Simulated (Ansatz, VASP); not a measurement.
# One calculation of VRu, two programs

INCAR

```
  PREC = Accurate
  ENCUT = 520
  EDIFF = 1E-8
  ISMEAR = -1
  SIGMA = 0.05
  LREAL = False
  LASPH = True
  NELM = 150
  ALGO = Normal
  ISIF = 2
  LWAVE = False
  LCHARG = False
  ISPIN = 2
  MAGMOM = 1.5 0
  LORBIT = 11
  LMAXMIX = 4
  LEFG = True
  NBANDS = 24
```

The input KPOINTS:

```
Automatic mesh
0
Gamma
  12 12 12
```

Contents of POSCAR:

```
VRu
1.0
    3.0028316633      0.0000000000      0.0000000000
    0.0000000000      3.0028316633      0.0000000000
    0.0000000000      0.0000000000      3.0028316633
V Ru
1 1
Direct
    0.5000000000      0.5000000000      0.5000000000
    0.0000000000      0.0000000000      0.0000000000
```

Input for Ansatz:

```yaml
crystal:
  lattice:
    - [3.0028316633, 0.0, 0.0]
    - [0.0, 3.0028316633, 0.0]
    - [0.0, 0.0, 3.0028316633]
  atoms:
    - { symbol: V, position: [0.5, 0.5, 0.5], spin: 1.5 }
    - { symbol: Ru, position: [0.0, 0.0, 0.0] }
magnetization:
  spin_polarized: true
kpoints:
  mp_grid: { grid: [12, 12, 12] }
scf:
  occupations: { method: fermi_dirac, width: 0.05 }
hamiltonian:
  xc: lda
  pseudopotentials: { kind: all_electron, datasets: crystal }
output:
  forces: true
  stress: true
  eigenvalues: true
  efg: { contact_densities: true }
```

Change from the starting cell: volume scaled by 1, crystal datasets.

Alike in both runs: task electric field gradients; functional LDA; k mesh 12 × 12 × 12; occupations fermi-dirac, width 0.05 eV; collinear spin.

|  | VASP | Ansatz |
| --- | --- | --- |
| version | VASP 6.6.1 | Ansatz 0.2.0 |
| potentials or method | VASP PAW LDA potentials, release 64 (V_sv, Ru_pv), cutoff 520 eV | all-electron PAW with datasets made for the crystal, scalar-relativistic |

|  | VASP | Ansatz | Ansatz less VASP |
| --- | --- | --- | --- |
| pressure (GPa) | -13.6 | -14.2 | -0.62 |
| net moment per atom (μB) | 0.00 | 0.00 | 0.000 |

LDA's correlation is that of Perdew and Zunger in VASP and of Perdew and Wang (1992) in Ansatz. Ansatz ran all-electron here, and VASP with PAW potentials. Ansatz's warnings: seeded moment not kept.
